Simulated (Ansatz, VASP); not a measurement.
Two plane-wave programs on Sc5SbSe2

```
Sc Sb Se
1.0
     8.41044    0.00000    0.00000
    -4.20522    7.28365    0.00000
     0.00000    0.00000    5.71086
Sc Sb Se
5 1 2
Direct
  0.16561 0.83439 0.00000
  0.16561 0.33122 0.00000
  0.66878 0.83439 0.00000
  0.66667 0.33333 0.22580
  0.66667 0.33333 0.77420
  0.00000 0.00000 0.50000
  0.00000 0.00000 0.00000
  0.33333 0.66667 0.00000
```

Alike in both runs: functional PBE; k mesh 3 × 3 × 3; occupations gaussian, width 0.2 eV; no spin polarisation.

Ansatz relaxed the structure, and its values are those at the end. VASP's run is a single point on that final structure, the one shown.

```csv
,VASP,Ansatz
version,VASP 6.6.1,Ansatz 0.2.0
potentials or method,"VASP PAW PBE potentials, release 64 (Sc_sv, Sb, Se), cutoff 520 eV","scalar-relativistic, plane waves, PAW"
valence electrons in the cell,72,102
```

|  | VASP | Ansatz | Ansatz less VASP |
| --- | --- | --- | --- |
| gap on the k mesh at the Fermi level (eV) | none | none | - |
| pressure (GPa) | 0.3 | 0.2 | -0.07 |
| rms of the force components (eV/Å) | 0.032 | 0.026 | -0.0062 |

A gap of «none» marks a metal or a gap that the smearing closes. VASP's potentials hold 72 valence electrons a cell and Ansatz's 102, so a difference there can come from the potentials and not from the codes.

The k mesh is coarse, so the values compare programs but aren't converged. Spin-orbit coupling is off throughout.
